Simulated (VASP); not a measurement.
Here is a VASP 6.6.1 calculation.

Contents of INCAR:

```
PREC     = Accurate       # precision mode
ENCUT    = 600            # plane-wave cutoff, eV
EDIFF    = 1E-7           # SCF threshold, eV
ISMEAR   = -1             # smearing method
SIGMA    = 0.1            # smearing width, eV
LREAL    = False          # projectors in reciprocal space
LASPH    = True           # aspherical terms in the spheres
NELM     = 80             # most SCF steps
ALGO     = Normal         # electronic algorithm
ISIF     = 3              # what is computed and relaxed
LWAVE    = False          # write WAVECAR
LCHARG   = False          # write CHGCAR
GGA      = RE             # functional
IBRION   = 2              # ionic algorithm
NSW      = 80             # ionic steps
EDIFFG   = -0.02          # ionic threshold
PSTRESS  = 200.0
```

The input KPOINTS:

```
Automatic mesh
0
Gamma
  7 7 4
```

The input POSCAR:

```
Ru
1.0
    2.6800000000      0.0000000000      0.0000000000
   -1.3400000000      2.3209480821      0.0000000000
    0.0000000000      0.0000000000      4.3764400000
Ru
2
Direct
    0.3333333333      0.6666666667      0.2500000000
    0.6666666667      0.3333333333      0.7500000000
```

Potentials or basis: VASP PAW PBE potentials, release 64 (Ru_pv).

Run with:

```sh
$ cat potpaw_PBE.64/Ru_pv/POTCAR > POTCAR
$ mpirun -np 1 vasp_std > vasp.out
```

Task: What does it give for the relaxed volume?

Result: 13.15 Å³/atom.

Task: What does it give for the space group after relaxing (to 0.05 Å)?

Result: P6_3/mmc (No. 194).

Task: Predict the relaxed cell.

Result: a = 2.687 Å, b = 2.687 Å, c = 4.208 Å, α = 90.00°, β = 90.00°, γ = 120.00°.

Task: Estimate the band gap on the k mesh.

Result: Zero (band 14 reaches 14.87 eV, above the bottom of band 15 at 11.95 eV).

Final structure:
```xyz
2
Lattice="2.6867 0.0000 0.0000 -1.3434 2.3268 0.0000 0.0000 0.0000 4.2081" Properties=species:S:1:pos:R:3 pbc="T T T"
Ru    0.0000    1.5512    1.0520
Ru    1.3434    0.7756    3.1561
```

Caveat: the k points lie up to 0.39 Å⁻¹ apart in the final cell; the cell is relaxed towards a set pressure, so the enthalpy falls and the energy may rise; the PAW data sets were made with another functional, which shifts forces and pressure a little.
